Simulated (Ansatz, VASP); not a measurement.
**Hf in VASP and in Ansatz**

```
CELL_PARAMETERS angstrom
-1.75085 1.75085 1.80500
1.75085 -1.75085 1.80500
1.75085 1.75085 -1.80500
ATOMIC_POSITIONS crystal
Hf 0.00000 0.00000 0.00000
```

Change from the starting cell: strain -0.030 along x and y, +0.000 along z, atoms carried along.

Alike in both runs: task single point; functional PBE; k mesh 18 × 18 × 18; occupations gaussian, width 0.15 eV; no spin polarisation.

|  | VASP | Ansatz |
| --- | --- | --- |
| version | VASP 6.6.1 | Ansatz 0.2.0 |
| potentials or method | VASP PAW PBE potentials, release 64 (Hf_pv), cutoff 520 eV | scalar-relativistic, plane waves, PAW |
| valence electrons in the cell | 10 | 26 |

```tsv
	VASP	Ansatz	Ansatz less VASP
gap on the k mesh at the Fermi level (eV)	none	none	-
pressure (GPa)	0.4	0.8	+0.34
traceless stress, the component that is largest in VASP (GPa)	0.81	0.78	-0.032
```

A gap of «none» marks a metal or a gap that the smearing closes. VASP's potentials hold 10 valence electrons a cell and Ansatz's 26, so a difference there can come from the potentials and not from the codes.

Neither program's run includes spin-orbit coupling.
